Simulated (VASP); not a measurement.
**Si4O7 (a cell with a defect): single point with PBE**

The system is Si4O7 (a cell with a defect).

```
Si O
1.0
     0.00000    4.23580   -2.68994
     0.00000   -4.23580   -2.68994
    -4.23580    0.00000    2.68994
Si O
4 7
Direct
  0.25000 0.75000 0.50000
  0.75000 0.25000 0.50000
  0.00000 0.00000 0.00000
  0.50000 0.50000 0.00000
  0.00000 0.30698 0.30698
  0.55698 0.75000 0.80698
  0.05698 0.25000 0.80698
  0.00000 0.69302 0.69302
  0.41653 0.14476 0.56130
  0.94302 0.75000 0.19302
  0.44302 0.25000 0.19302
```

This cell differs from its parent crystal: atoms taken out, atom 9 moved 0.125 of the way to it and -0.500 Å across, host rigid.

| Item | Value |
| --- | --- |
| Program | VASP 6.6.1 |
| Task | single point |
| Functional | PBE |
| Potentials or basis | VASP PAW PBE potentials, release 64 (Si, O) |
| Cutoff | 520 eV |
| k mesh | 6 × 6 × 6 |
| Occupations | gaussian, width 0.05 eV |
| Spin | no spin polarisation |

The pressure is 5.7 GPa, the largest force is 7.976 eV/Å and the band gap on the k mesh is 1.54 eV.

Forces in eV/Å, atoms in the order of the input:
```
Si   1.719  1.465  0.035
Si   1.719  1.465 -0.035
Si  -0.343  0.006  0.000
Si  -1.382 -1.519  0.000
O    0.294  0.027  0.000
O    0.381 -0.611 -0.653
O    0.381 -0.611  0.653
O   -0.154 -0.094  0.000
O   -7.976 -0.043  0.000
O    2.681 -0.042  2.056
O    2.681 -0.042 -2.056
```

Stress tensor (GPa, compression positive):
```
 6.94 -2.69  0.00
-2.69  1.95  0.00
 0.00  0.00  8.19
```

Levels at points of the mesh, in eV from the valence-band top:
```
           k point  band 27  band 28  band 29  band 30  band 31  band 32
(0.00, 0.00, 0.00)    -3.53    -3.04    -2.28     2.59     3.56     3.58
(0.50, 0.00, 0.00)    -3.85    -3.61    -0.26     2.46     3.62     3.82
(0.50, 0.00, 0.50)    -3.76    -3.51    -0.39     1.54     3.44     4.52
(0.50, 0.50, 0.00)    -4.08    -3.58    -0.93     2.26     4.20     4.57
(0.00, 0.00, 0.50)    -4.25    -4.04    -0.63     2.15     4.05     4.34
(0.50, 0.50, 0.50)    -4.98    -4.44    -0.01     2.26     3.40     3.95
```

It took 2.5 min on 1 thread of Intel(R) Xeon(R) Platinum 8488C (Sapphire Rapids), with other jobs on the host, peak memory 0.34 GiB.

Caveat: the cell differs from its parent crystal (atoms taken out, atom 9 moved 0.125 of the way to it and -0.500 Å across, host rigid).
